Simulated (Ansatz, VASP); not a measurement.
**One calculation of KYSe2, two programs**

The input POSCAR:

```
KYSe2
1.0
    4.3197464719      0.0000000000      0.0000000000
    0.0000000000      4.3197464719      0.0000000000
    0.0000000000      0.0000000000      5.8682761253
K Se Y
1 2 1
Direct
    0.0000000000      0.0000000000      0.0000000000
    0.0000000000      0.0000000000      0.5000000000
    0.5000000000      0.5000000000      0.0000000000
    0.5000000000      0.5000000000      0.5000000000
```

The input INCAR.step1:

```
ALGO = Normal
EDIFF = 1E-4
ENCUT = 520
GGA = PE
ISMEAR = 0
LASPH = True
LCHARG = False
LREAL = False
LWAVE = True
NBANDS = 24
NELM = 80
PREC = Accurate
SIGMA = 0.01
```

File INCAR.step2:

```
ALGO = Normal
EDIFF = 1E-7
ENCUT = 520
ISIF = 2
ISMEAR = 0
ISTART = 1
LASPH = True
LCHARG = False
LMIXTAU = True
LREAL = False
LWAVE = False
METAGGA = R2SCAN
NBANDS = 24
NELM = 80
PREC = Accurate
SIGMA = 0.01
```

KPOINTS

```
k-points
0
Gamma
  6 6 4
```

Input for Ansatz:

```yaml
crystal:
  lattice:
    - [4.3197464719, 0.0, 0.0]
    - [0.0, 4.3197464719, 0.0]
    - [0.0, 0.0, 5.8682761253]
  atoms:
    - { symbol: K, position: [0.0, 0.0, 0.0] }
    - { symbol: Se, position: [0.0, 0.0, 0.5] }
    - { symbol: "Y", position: [0.5, 0.5, 0.5] }
    - { symbol: Se, position: [0.5, 0.5, 0.0] }
kpoints:
  mp_grid: { grid: [6, 6, 4] }
  band_path:
    path:
      - [0.0, 0.0, 0.0]
      - [0.0, 0.5, 0.0]
      - [0.5, 0.5, 0.0]
      - [0.0, 0.0, 0.5]
      - [0.0, 0.5, 0.5]
      - [0.5, 0.5, 0.5]
    npoints: 1
hamiltonian:
  xc: r2scan
scf:
  occupations: { method: fixed }
  n_extra_bands: 5
output:
  forces: true
  stress: true
  eigenvalues: true
```

Alike in both runs: task single point; functional r2SCAN; k mesh 6 × 6 × 4; no spin polarisation.

|  | VASP | Ansatz |
| --- | --- | --- |
| version | VASP 6.6.1 | Ansatz 0.2.0 |
| potentials or method | VASP PAW PBE potentials, release 64 (K_sv, Se, Y_sv) | plane waves, PAW |
| plane-wave cutoff (eV) | 520 | 500 |
| occupations | gaussian, width 0.01 eV | fixed |
| valence electrons in the cell | 32 | 52 |

```csv
,VASP,Ansatz,Ansatz less VASP
gap on the k mesh at the Fermi level (eV),0.50,0.49,-0.008
pressure (GPa),0.0,0.0,-0.04
```

VASP's potentials were made for PBE, not for r2SCAN. VASP's potentials hold 32 valence electrons a cell and Ansatz's 52, so a difference there can come from the potentials and not from the codes.
